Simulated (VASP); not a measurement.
Set up this calculation in VASP 6.6.1, as the native input.

```yaml
Task: single point
Functional: PBE
Potentials_or_basis: VASP PAW PBE potentials, release 64 (W_sv, Se)
Cutoff: 520 eV
k_mesh: 1 × 1 × 16
Occupations: gaussian, width 0.05 eV
Spin: no spin polarisation
Dipole_correction: no
Further_INCAR_settings: ALGO = Normal; EDIFF = 1e-06; NBANDS = 49
```

The structure of WSe2 lies in POSCAR:

```
WSe2
1.0
   15.7000000000      0.0000000000      0.0000000000
    0.0000000000     12.7000000000      0.0000000000
    0.0000000000      0.0000000000      3.3201913073
W Se
3 6
Direct
    0.3473795107      0.5000000000      0.0000000000
    0.5305240979      0.5000000000      0.5000000000
    0.7136686850      0.5000000000      0.0000000000
    0.2863313150      0.6321480989      0.5000000000
    0.4694759021      0.6321480989      0.0000000000
    0.6526204893      0.6321480989      0.5000000000
    0.2863313150      0.3678519011      0.5000000000
    0.4694759021      0.3678519011      0.0000000000
    0.6526204893      0.3678519011      0.5000000000
```

These files were run (other wordings do the same):

INCAR

```
ALGO = Normal ; EDIFF = 1E-6
ENCUT = 520 ; GGA = PE
ISIF = 2 ; ISMEAR = 0
LASPH = T ; LCHARG = F
LREAL = F ; LWAVE = F
NBANDS = 49 ; NELM = 100
PREC = Accurate ; SIGMA = 0.05
```

KPOINTS

```
k-points
0
Gamma
  1 1 16
```

Potentials or basis: VASP PAW PBE potentials, release 64 (W_sv, Se).

Run with:

```bash
$ cat potpaw_PBE.64/W_sv/POTCAR potpaw_PBE.64/Se/POTCAR > POTCAR
$ mpirun -np 1 vasp_std > vasp.out
```

Results of the run:

```json
{
  "Largest force": "1.715 eV/Å",
  "Band gap on the k mesh": "zero (bands 39 and 40 overlap by 0.08 eV)"
}
```

Caveat: spin-orbit coupling is left out, which moves the levels of the heavy elements.

It took 13 min on 1 thread of Intel(R) Xeon(R) Platinum 8259CL CPU @ 2.50GHz (Skylake/Cascade Lake) (shared host), peak memory 0.79 GiB.
